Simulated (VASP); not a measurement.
Wanted: the native input for a VASP 6.6.1 run.

```
Task                   : single point
Functional             : PBE
Potentials or basis    : VASP PAW PBE potentials, release 64 (O, Mg, S)
Cutoff                 : 520 eV
k mesh                 : 8 × 8 × 6
Occupations            : gaussian, width 0.01 eV
Spin                   : no spin polarisation
Dipole correction      : no
Further INCAR settings : ALGO = Normal; EDIFF = 1e-06; NBANDS = 16
```

The structure of Mg2SO lies in POSCAR:

```
Mg2SO
1.0
    3.4083939425      0.0000000000      0.0000000000
    0.0000000000      3.4083939425      0.0000000000
    0.0000000000      0.0000000000      4.7611186761
O Mg S
1 2 1
Direct
    0.0000000000      0.0000000000      0.0000000000
    0.0000000000      0.0000000000      0.5000000000
    0.5000000000      0.5000000000      0.0000000000
    0.5000000000      0.5000000000      0.5000000000
```

One way to write it, as run:

INCAR

```
ALGO     = Normal         # electronic algorithm
EDIFF    = 1E-6           # SCF threshold, eV
ENCUT    = 520            # plane-wave cutoff, eV
GGA      = PE             # functional
ISIF     = 2              # what is computed and relaxed
ISMEAR   = 0              # smearing method
LASPH    = T              # aspherical terms in the spheres
LCHARG   = F              # write CHGCAR
LREAL    = F              # projectors in reciprocal space
LWAVE    = F              # write WAVECAR
NBANDS   = 16             # bands
NELM     = 60             # most SCF steps
PREC     = Accurate       # precision mode
SIGMA    = 0.01           # smearing width, eV
```

KPOINTS

```
k-points
0
Gamma
  8 8 6
```

Potentials or basis: VASP PAW PBE potentials, release 64 (O, Mg, S).

Launch:

```bash
$ cat potpaw_PBE.64/O/POTCAR potpaw_PBE.64/Mg/POTCAR potpaw_PBE.64/S/POTCAR > POTCAR
$ mpirun -np 1 vasp_std > vasp.out
```

Results of the run:

```
Pressure               : 2.0 GPa
Band gap on the k mesh : 3.17 eV, direct
```

Wall time 37 s on 1 thread of Intel(R) Xeon(R) Platinum 8488C (Sapphire Rapids), on a shared host, peak memory 0.2 GiB.
